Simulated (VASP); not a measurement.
# MgO2 (I4/mcm) in VASP: a series of runs

MgO2 is run at these levels: r2SCAN; tasks: single point.

All numbers are computed with VASP 6.6.1; they aren't measurements. Logs are shortened: lines on timing, memory, paths and dates and some standing lists are left out, and cuts for length are marked.

## 1. The cell of the first run

The structure is tetragonal, space group I4/mcm (No. 140). The conventional cell has a = 4.457 Å, b = 4.457 Å, c = 5.508 Å, α = 90.00°, β = 90.00°, γ = 90.00°. Mg (site symmetry 422) has 8 O at 2.25 Å and 2 Mg at 2.75 Å within 3.0 Å. O (site symmetry m2m) has 1 O at 1.50 Å within 2.0 Å.

## 2. Single point, r2SCAN (9.12 Å³/atom)

File POSCAR:

```
MgO2
1.0
   -2.2284647906      2.2284647906      2.7539501719
    2.2284647906     -2.2284647906      2.7539501719
    2.2284647906      2.2284647906     -2.7539501719
Mg O
2 4
Direct
    0.2500000000      0.2500000000      0.0000000000
    0.7500000000      0.7500000000      0.0000000000
    0.1187378012      0.6187378012      0.7374756024
    0.6187378012      0.8812621988      0.5000000000
    0.8812621988      0.3812621988      0.2625243976
    0.3812621988      0.1187378012      0.5000000000
```

File INCAR.step1:

```
SYSTEM = MgO2
ALGO = Normal
EDIFF = 1E-4
ENCUT = 520
GGA = PE
ISMEAR = 0
LASPH = .True.
LCHARG = .False.
LREAL = .False.
LWAVE = .True.
NBANDS = 23
NELM = 60
PREC = Accurate
SIGMA = 0.02
```

File INCAR.step2:

```
SYSTEM = MgO2
ALGO = Normal
EDIFF = 1E-7
ENCUT = 520
ISIF = 2
ISMEAR = 0
ISTART = 1
LASPH = .True.
LCHARG = .False.
LMIXTAU = .True.
LREAL = .False.
LWAVE = .False.
METAGGA = R2SCAN
NBANDS = 23
NELM = 60
PREC = Accurate
SIGMA = 0.02
```

File KPOINTS:

```
k-points
0
Gamma
  8 8 8
  0 0 0
```

Potentials or basis: VASP PAW PBE potentials, release 64 (Mg, O).

Started as:

```bash
cat potpaw_PBE.64/Mg/POTCAR potpaw_PBE.64/O/POTCAR > POTCAR
cp INCAR.step1 INCAR
mpirun -np 1 vasp_std > vasp.out
cp INCAR.step2 INCAR
mpirun -np 1 vasp_std > vasp.out
```

OUTCAR:

```text
SYSTEM = MgO2
   EDIFF = 1E-7
   ENCUT = 520
   ISIF = 2
   ISMEAR = 0
   ISTART = 1
   LASPH = .True.
   LREAL = .False.
   METAGGA = R2SCAN
   NELM = 60
   PREC = Accurate

 ion  position               nearest neighbor table
   1  0.250  0.250  0.000-   5 2.25   3 2.25   5 2.25   6 2.25   6 2.25   3 2.25   4 2.25   4 2.25
                             2 2.75   2 2.75   2 3.15   2 3.15   2 3.15   2 3.15
   2  0.750  0.750  0.000-   5 2.25   3 2.25   4 2.25   5 2.25   4 2.25   3 2.25   6 2.25   6 2.25
                             1 2.75   1 2.75   1 3.15   1 3.15   1 3.15   1 3.15
   3  0.119  0.619  0.737-   5 1.50   1 2.25   1 2.25   2 2.25   2 2.25
   4  0.619  0.881  0.500-   6 1.50   2 2.25   2 2.25   1 2.25   1 2.25
   5  0.881  0.381  0.263-   3 1.50   2 2.25   1 2.25   2 2.25   1 2.25
   6  0.381  0.119  0.500-   4 1.50   1 2.25   1 2.25   2 2.25   2 2.25

  LATTYP: Found a body centered tetragonal cell.
 ALAT       =     4.4569295812
 C/A-ratio  =     1.2358060058

  Lattice vectors:

 A1 = (  -2.2284647906,   2.2284647906,   2.7539501719)
 A2 = (   2.2284647906,  -2.2284647906,   2.7539501719)
 A3 = (   2.2284647906,   2.2284647906,  -2.7539501719)

Analysis of symmetry for initial positions (statically):
=====================================================================
 Subroutine PRICEL returns:
 Original cell was already a primitive cell.

 Routine SETGRP: Setting up the symmetry group for a
 body centered tetragonal supercell.

 Subroutine GETGRP returns: Found 16 space group operations
 (whereof  8 operations were pure point group operations)
 out of a pool of 16 trial point group operations.

The static configuration has the point symmetry C_4h.
 The point group associated with its full space group is D_4h.

Analysis of symmetry for dynamics (positions and initial velocities):
=====================================================================
 Subroutine PRICEL returns:
 Original cell was already a primitive cell.

 Routine SETGRP: Setting up the symmetry group for a
 body centered tetragonal supercell.

 Subroutine GETGRP returns: Found 16 space group operations
 (whereof  8 operations were pure point group operations)
 out of a pool of 16 trial point group operations.

The dynamic configuration has the point symmetry C_4h.
 The point group associated with its full space group is D_4h.

 Subroutine INISYM returns: Found 16 space group operations
 (whereof  8 operations are pure point group operations),
 and found     1 'primitive' translations

----------------------------------------------------------------------------------------

                                     Primitive cell

  volume of cell :      54.7051

  direct lattice vectors                    reciprocal lattice vectors
    -2.228464791  2.228464791  2.753950172     0.000000000  0.224369711  0.181557388
     2.228464791 -2.228464791  2.753950172     0.224369711  0.000000000  0.181557388
     2.228464791  2.228464791 -2.753950172     0.224369711  0.224369711  0.000000000

  length of vectors
     4.185254137  4.185254137  4.185254137     0.288625800  0.288625800  0.317306688

  position of ions in fractional coordinates (direct lattice)
     0.250000000  0.250000000  0.000000000
     0.750000000  0.750000000  0.000000000
     0.118737801  0.618737801  0.737475602
     0.618737801  0.881262199  0.500000000
     0.881262199  0.381262199  0.262524398
     0.381262199  0.118737801  0.500000000

  ion indices of the primitive-cell ions
   primitive index   ion index
                 1           1
                 2           2
                 3           3
                 4           4
                 5           5
                 6           6

----------------------------------------------------------------------------------------

 KPOINTS: k-points

Automatic generation of k-mesh.
 Grid dimensions read from file:
 generate k-points for:    8    8    8

 Generating k-lattice:

  Cartesian coordinates                     Fractional coordinates (reciprocal lattice)
     0.000000000  0.028046214  0.022694674     0.125000000  0.000000000  0.000000000
     0.028046214  0.000000000  0.022694674     0.000000000  0.125000000  0.000000000
     0.028046214  0.028046214  0.000000000     0.000000000  0.000000000  0.125000000

  Length of vectors
     0.036078225  0.036078225  0.039663336

  Shift w.r.t. Gamma in fractional coordinates (k-lattice)
     0.000000000  0.000000000  0.000000000

 Subroutine IBZKPT returns following result:
 ===========================================

 Found     59 irreducible k-points:

 Following reciprocal coordinates:
            Coordinates               Weight
  0.000000  0.000000  0.000000      1.000000
  0.125000  0.000000 -0.000000      8.000000
  0.250000  0.000000 -0.000000      8.000000
  0.375000  0.000000 -0.000000      8.000000
  0.500000  0.000000 -0.000000      4.000000
  0.125000  0.125000 -0.000000      8.000000
[... 16 lines left out ...]
  0.250000  0.125000  0.125000     16.000000
  0.375000  0.125000  0.125000      8.000000
 [... further k-points ...]
   k-points           NKPTS =     59   k-points in BZ     NKDIM =     59   number of bands    NBANDS=     23
   number of dos      NEDOS =    301   number of ions     NIONS =      6
   total plane-waves  NPLWV =  32768
   dimension x,y,z NGX =    32 NGY =   32 NGZ =   32
   dimension x,y,z NGXF=    64 NGYF=   64 NGZF=   64
   ions per type =               2   4
   NGX,Y,Z   is equivalent  to a cutoff of  12.71, 12.71, 12.71 a.u.
   NGXF,Y,Z  is equivalent  to a cutoff of  25.42, 25.42, 25.42 a.u.
 SYSTEM =  MgO2
   PREC   = accura    normal or accurate (medium, high low for compatibility)
   ISTART =      1    job   : 0-new  1-cont  2-samecut
   ICHARG =      0    charge: 1-file 2-atom 10-const
   ISPIN  =      1    spin polarized calculation?
   LNONCOLLINEAR =      F non collinear calculations
   LSORBIT =      F    spin-orbit coupling
   LASPH  =      T    aspherical Exc in radial PAW
   ENCUT  =  520.0 eV  38.22 Ry    6.18 a.u.   7.78  7.78  7.78*2*pi/ulx,y,z
   NELM   =     60;   NELMIN=  2; NELMDL=  0     # of ELM steps
   EDIFF  = 0.1E-06   stopping-criterion for ELM
   LREAL  =      F    real-space projection
   EDIFFG = 0.1E-05   stopping-criterion for IOM
   NSW    =      0    number of steps for IOM
   IBRION =     -1    ionic relax: 0-MD 1-quasi-New 2-CG
   NFREE  =      0    steps in history (QN), initial steepest desc. (CG)
   ISIF   =      2    stress and relaxation
   ISYM   =      2    0-nonsym 1-usesym 2-fastsym
   POTIM  = 0.5000    time-step for ionic-motion
   TEBEG  =    0.0;   TEEND  =   0.0 temperature during run
   PSTRESS=    0.0 pullay stress
   NELECT =      28.0000    total number of electrons
   NUPDOWN=      -1.0000    fix difference up-down
   EMIN   =  10.00;   EMAX   =-10.00  energy-range for DOS
   EFERMI =   0.00;   METHOD = LEGACY
   ISMEAR =     0;   SIGMA  =   0.02  broadening in eV -4-tet -1-fermi 0-gaus
   EFERMI_NEDOS =   21; number of points for ismear=-14 and -15
   IALGO  =     38    algorithm
   IMIX   =      4    mixing-type and parameters
     AMIX     =   0.40;   BMIX     =  1.00
     AMIX_MAG =   1.60;   BMIX_MAG =  1.00
  volume/ion in A,a.u.               =       9.12        61.53
  Fermi-wavevector in a.u.,A,eV,Ry     =   1.309539  2.474669 23.332513  1.714891
  Thomas-Fermi vector in A             =   2.440130
   LORBIT       =      0    0 simple, 1 ext, 2 COOP (PROOUT), +10 PAW based schemes
   METAGGA = R2SCAN    functional components
   LHFCALC =     F    Hartree Fock is set to
   AEXX    =    0.0000 exact exchange contribution
   IVDW    =     0    specifies the selected vdW correction
   LEPSILON=     F    determine dielectric tensor
   LRPA    =     F    only Hartree local field effects (RPA)
 non-spin polarized calculation
 Gauss-broadening in eV      SIGMA  =   0.02
  energy-cutoff  :      520.00
  volume of cell :       54.71
 maximum number of plane-waves:      1514
   NGX = 15   NGY = 15   NGZ = 15

 number of electron      27.9999982 magnetization

 Free energy of the ion-electron system (eV)
  ---------------------------------------------------
  ext. energy  EPLUGINS =         0.00000000
  ---------------------------------------------------
  free energy    TOTEN  =       -42.22315081 eV

  energy without entropy =      -42.22315081  energy(sigma->0) =      -42.22315081

 E-fermi :   4.3697     XC(G=0): -11.6399

 val. band max:        4.2401246541   @ k =   0.5000   0.5000   0.5000
 cond. band min:       7.6027959400   @ k =  -0.2500   0.2500   0.2500
 fundamental gap:      3.3626712859
 Fermi energy:         4.3697388712

 k-point     1 :       0.0000    0.0000    0.0000
  band No.  band energies     occupation
      1     -19.1738      2.00000
      2     -17.5439      2.00000
      3     -12.2507      2.00000
      4     -12.2507      2.00000
      5      -2.8837      2.00000
      6      -2.5352      2.00000
[... 15 lines left out ...]
     22      17.3526      0.00000
     23      17.8328      0.00000

 k-point     2 :       0.1250    0.0000   -0.0000
  band No.  band energies     occupation
      1     -19.1098      2.00000
      2     -17.6042      2.00000
      3     -12.2673      2.00000
      4     -12.2648      2.00000
      5      -3.0742      2.00000
      6      -2.7406      2.00000
[... 15 lines left out ...]
     22      17.2474      0.00000
     23      17.6465      0.00000

 k-point     3 :       0.2500    0.0000   -0.0000
  band No.  band energies     occupation
      1     -18.9281      2.00000
      2     -17.7764      2.00000
      3     -12.3067      2.00000
      4     -12.3007      2.00000
      5      -3.3878      2.00000
      6      -3.1051      2.00000
[... 15 lines left out ...]
     22      16.9965      0.00000
     23      17.6023      0.00000
[... 495 lines left out ...]
 k-point    23 :       0.2500    0.1250    0.1250
  band No.  band energies     occupation
      1     -18.5697      2.00000
      2     -18.0779      2.00000
      3     -12.4527      2.00000
      4     -12.4375      2.00000
      5      -3.4220      2.00000
      6      -2.7162      2.00000
[... 15 lines left out ...]
     22      16.0569      0.00000
     23      19.2797      0.00000

 k-point    24 :       0.3750    0.1250    0.1250
  band No.  band energies     occupation
      1     -18.3174      2.00000
      2     -18.3174      2.00000
      3     -12.4744      2.00000
      4     -12.4744      2.00000
      5      -3.1146      2.00000
      6      -3.1146      2.00000
[... 15 lines left out ...]
     22      15.8448      0.00000
     23      19.9302      0.00000

 [... further k-points ...]

------------------------ aborting loop because EDIFF is reached ----------------------------------------

  FORCE on cell =-STRESS in cart. coord.  units (eV):
  Direction    XX          YY          ZZ          XY          YZ          ZX
  --------------------------------------------------------------------------------------
  -------------------------------------------------------------------------------------
  Total       -2.7699956     -2.7699956     -3.1951281      0.0000000      0.0000000      0.0000000
  in kB      -81.1263688    -81.1263688    -93.5774554      0.0000000      0.0000000      0.0000000
  external PRESSURE =     -85.2767310 kB  Pullay stress =       0.0000000 kB

 VOLUME and BASIS-vectors are now :
 -----------------------------------------------------------------------------
  energy-cutoff  :      520.00
  volume of cell :       54.71
      direct lattice vectors                 reciprocal lattice vectors
    -2.228464791  2.228464791  2.753950172     0.000000000  0.224369711  0.181557388
     2.228464791 -2.228464791  2.753950172     0.224369711  0.000000000  0.181557388
     2.228464791  2.228464791 -2.753950172     0.224369711  0.224369711  0.000000000

 POSITION                                       TOTAL-FORCE (eV/Angst)
 -----------------------------------------------------------------------------------
      0.00000      0.00000      1.37698        -0.000000     -0.000000     -0.000000
      0.00000      0.00000      4.13093        -0.000000     -0.000000     -0.000000
      2.75767      0.52921      0.00000         0.184559      0.184559     -0.000000
      1.69926      0.52921      2.75395        -0.184559      0.184559      0.000000
     -0.52921      1.69926      2.75395        -0.184559     -0.184559      0.000000
      0.52921      1.69926      0.00000         0.184559     -0.184559      0.000000
 -----------------------------------------------------------------------------------
    total drift:                                0.000000     -0.000000      0.000000

  FREE ENERGIE OF THE ION-ELECTRON SYSTEM (eV)
  ---------------------------------------------------
  free  energy   TOTEN  =       -42.2231508130 eV

  energy  without entropy=      -42.2231508130  energy(sigma->0) =      -42.22315081
```

It took 2.5 min on 1 thread of Intel Xeon Platinum 8488C (Sapphire Rapids), shared host; peak memory 0.22 GiB.

What came out:

```
Free energy            : -42.2232 eV
Pressure               : -8.5 GPa
Largest force          : 0.261 eV/Å
Band gap on the k mesh : 3.36 eV (least direct gap 4.26 eV)
```

Forces on the atoms (eV/Å):
```
Mg   0.000  0.000  0.000
Mg   0.000  0.000  0.000
O    0.185  0.185  0.000
O   -0.185  0.185  0.000
O   -0.185 -0.185  0.000
O    0.185 -0.185  0.000
```

Caveat: the cell stands under tension; the PAW data sets were made with another functional, which shifts forces and pressure a little. A k mesh can miss the band edges.

## 3. Single point, r2SCAN (9.46 Å³/atom)

This run uses another cell than the first one, of 9.46 Å³/atom.

File POSCAR:

```
MgO2
1.0
   -2.2532441422      2.2532441422      2.7953613108
    2.2532441422     -2.2532441422      2.7953613108
    2.2532441422      2.2532441422     -2.7953613108
Mg O
2 4
Direct
    0.2500000000      0.2500000000      0.0000000000
    0.7500000000      0.7500000000      0.0000000000
    0.1180088148      0.6180088148      0.7360176297
    0.6180088148      0.8819911852      0.5000000000
    0.8819911852      0.3819911852      0.2639823703
    0.3819911852      0.1180088148      0.5000000000
```

File INCAR.step1:

```
  PREC = Accurate
  ENCUT = 520
  ISMEAR = 0
  SIGMA = 0.02
  LREAL = False
  LASPH = True
  NELM = 80
  NBANDS = 23
  GGA = PE
  ALGO = Normal
  EDIFF = 1E-4
  LWAVE = True
  LCHARG = False
```

File INCAR.step2:

```
  PREC = Accurate
  ENCUT = 520
  EDIFF = 1E-7
  ISMEAR = 0
  SIGMA = 0.02
  LREAL = False
  LASPH = True
  NELM = 80
  ALGO = Normal
  ISIF = 2
  LWAVE = False
  LCHARG = False
  METAGGA = R2SCAN
  LMIXTAU = True
  NBANDS = 23
  ISTART = 1
```

File KPOINTS:

```
regular mesh
0
Gamma
  8 8 8
```

Potentials or basis: VASP PAW PBE potentials, release 64 (Mg, O).

Started as:

```bash
cat potpaw_PBE.64/Mg/POTCAR potpaw_PBE.64/O/POTCAR > POTCAR
cp INCAR.step1 INCAR
mpirun -np 1 vasp_std > vasp.out
cp INCAR.step2 INCAR
mpirun -np 1 vasp_std > vasp.out
```

Run time: 2.5 min. Hardware: 1 thread of Intel Xeon Platinum 8488C (Sapphire Rapids), shared host; peak memory 0.22 GiB.

The run converged. Its results:

```
Free energy            : -42.0843 eV
Pressure               : -12.6 GPa
Largest force          : 0.249 eV/Å
Band gap on the k mesh : 3.25 eV (least direct gap 4.17 eV)
```

Forces on the atoms (eV/Å):
```
Mg   0.000  0.000  0.000
Mg   0.000  0.000  0.000
O    0.176  0.176  0.000
O   -0.176  0.176  0.000
O   -0.176 -0.176  0.000
O    0.176 -0.176  0.000
```

Stress tensor (GPa, compression positive):
```
-12.23   0.00   0.00
  0.00 -12.23   0.00
  0.00   0.00 -13.41
```

Levels at points of the mesh, in eV from the valence-band top:
| k point | band 11 | band 12 | band 13 | band 14 | band 15 | band 16 | band 17 | band 18 |
| --- | --- | --- | --- | --- | --- | --- | --- | --- |
| (0.00, 0.00, 0.00) | -3.77 | -2.43 | -2.43 | -0.24 | 4.68 | 4.68 | 4.80 | 9.87 |
| (0.50, 0.00, 0.00) | -1.86 | -1.86 | -1.63 | -1.63 | 3.59 | 3.59 | 8.04 | 8.04 |
| (0.50, 0.50, 0.00) | -2.89 | -1.78 | -1.51 | -1.14 | 4.11 | 4.58 | 7.79 | 7.93 |
| (0.50, 0.50, 0.50) | -3.53 | -1.16 | -1.16 | 0.00 | 4.36 | 4.36 | 9.02 | 9.63 |

Caveat: the cell stands under tension; the PAW data sets were made with another functional, which shifts forces and pressure a little. A k mesh can miss the band edges.
